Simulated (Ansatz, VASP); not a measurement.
## Sn2C: VASP beside Ansatz

File POSCAR:

```
Sn2C
1.0
    3.4907187065      0.0000000000      0.0000000000
   -1.7453593533      3.0230510773      0.0000000000
    0.0000000000      0.0000000000     12.4658836216
C Sn
2 4
Direct
    0.0000000000      0.0000000000     -0.0478175742
    0.6666666667      0.3333333333      0.7155735756
    0.3333333333      0.6666666667      0.4149669178
    0.6666666667      0.3333333333      0.8898880635
    0.3333333333      0.6666666667      0.6502236837
    0.0000000000      0.0000000000      0.1271653337
```

INCAR.step1

```
SYSTEM = Sn2C
ALGO = Normal
EDIFF = 1E-4
ENCUT = 520
GGA = PE
ISMEAR = -1
LASPH = .TRUE.
LCHARG = .FALSE.
LREAL = .FALSE.
LWAVE = .TRUE.
NBANDS = 41
NELM = 100
PREC = Accurate
SIGMA = 0.02
```

INCAR.step2

```
SYSTEM = Sn2C
ALGO = Normal
EDIFF = 1E-6
ENCUT = 520
ISIF = 2
ISMEAR = -1
ISTART = 1
LASPH = .TRUE.
LCHARG = .FALSE.
LMIXTAU = .TRUE.
LREAL = .FALSE.
LWAVE = .FALSE.
METAGGA = R2SCAN
NBANDS = 41
NELM = 100
PREC = Accurate
SIGMA = 0.02
```

KPOINTS

```
k-points
0
G
  12 12 2
  0 0 0
```

Input for Ansatz:

```yaml
crystal:
  lattice:
    - [3.4907187065, 0.0, 0.0]
    - [-1.7453593533, 3.0230510773, 0.0]
    - [0.0, 0.0, 12.4658836216]
  atoms:
    - { symbol: C, position: [0.0, 0.0, -0.0478175742] }
    - { symbol: C, position: [0.6666666667, 0.3333333333, 0.7155735756] }
    - { symbol: Sn, position: [0.3333333333, 0.6666666667, 0.4149669178] }
    - { symbol: Sn, position: [0.6666666667, 0.3333333333, 0.8898880635] }
    - { symbol: Sn, position: [0.3333333333, 0.6666666667, 0.6502236837] }
    - { symbol: Sn, position: [0.0, 0.0, 0.1271653337] }
kpoints:
  mp_grid: { grid: [12, 12, 2] }
  band_path:
    path:
      - [0.0, 0.0, 0.0]
      - [0.5, 0.0, 0.0]
      - [0.3333333333, 0.3333333333, 0.0]
      - [0.0, 0.0, 0.5]
      - [0.5, 0.0, 0.5]
      - [0.3333333333, 0.3333333333, 0.5]
      - [0.0833333333, 0.0833333333, 0.0]
    npoints: 1
hamiltonian:
  xc: r2scan
scf:
  occupations: { method: fermi_dirac, width: 0.02 }
  n_extra_bands: 5
output:
  forces: true
  stress: true
  eigenvalues: true
```

Alike in both runs: task single point; functional r2SCAN; k mesh 12 × 12 × 2; occupations fermi-dirac, width 0.02 eV; no spin polarisation.

|  | VASP | Ansatz |
| --- | --- | --- |
| version | VASP 6.6.1 | Ansatz 0.2.0 |
| potentials or method | VASP PAW PBE potentials, release 64 (C, Sn_d) | plane waves, PAW |
| plane-wave cutoff (eV) | 520 | 500 |
| valence electrons in the cell | 64 | 64 |

```csv
,VASP,Ansatz,Ansatz less VASP
pressure (GPa),0.1,0.0,-0.08
rms of the force components (eV/Å),0.008,0.002,-0.0065
```

VASP's potentials were made for PBE, not for r2SCAN. Atom by atom the forces differ by 0.007 eV/Å (rms over components).
